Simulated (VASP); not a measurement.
Au, 2 atoms in the cell. The structure is tetragonal, space group I4/mmm (No. 139). The conventional cell has a = 3.273 Å, b = 3.273 Å, c = 3.367 Å, α = 90.00°, β = 90.00°, γ = 90.00°. Within 3.8 Å of Au (site symmetry 4/mmm) lie 14 Au at 2.86 to 3.37 Å.  This cell differs from its parent crystal: uniaxial strain along a: +2.0 %, then relaxed in part.

| Property | Result |
| --- | --- |
| Program | VASP 6.6.1 |
| Task | single point |
| Functional | PBE |
| Potentials or basis | VASP PAW PBE potentials, release 64 (Au) |
| Cutoff | 520 eV |
| k mesh | 16 × 16 × 16 |
| Occupations | gaussian, width 0.1 eV |
| Spin | no spin polarisation |
| Dipole correction | no |
| Further INCAR settings | ALGO = Fast; EDIFF = 1e-06; NBANDS = 18 |

Potentials or basis: VASP PAW PBE potentials, release 64 (Au).

The run is started by

```sh
$ cat potpaw_PBE.64/Au/POTCAR > POTCAR
$ mpirun -np 1 vasp_std > vasp.out
```

Hardware: 1 thread of Intel(R) Xeon(R) Platinum 8488C (Sapphire Rapids), on a shared host.

How long does it take, and how much memory?

Wall time 87 s on 1 thread of Intel(R) Xeon(R) Platinum 8488C (Sapphire Rapids), with other jobs on the host, peak memory 0.31 GiB. Counts: scf iterations 12, k points 405.
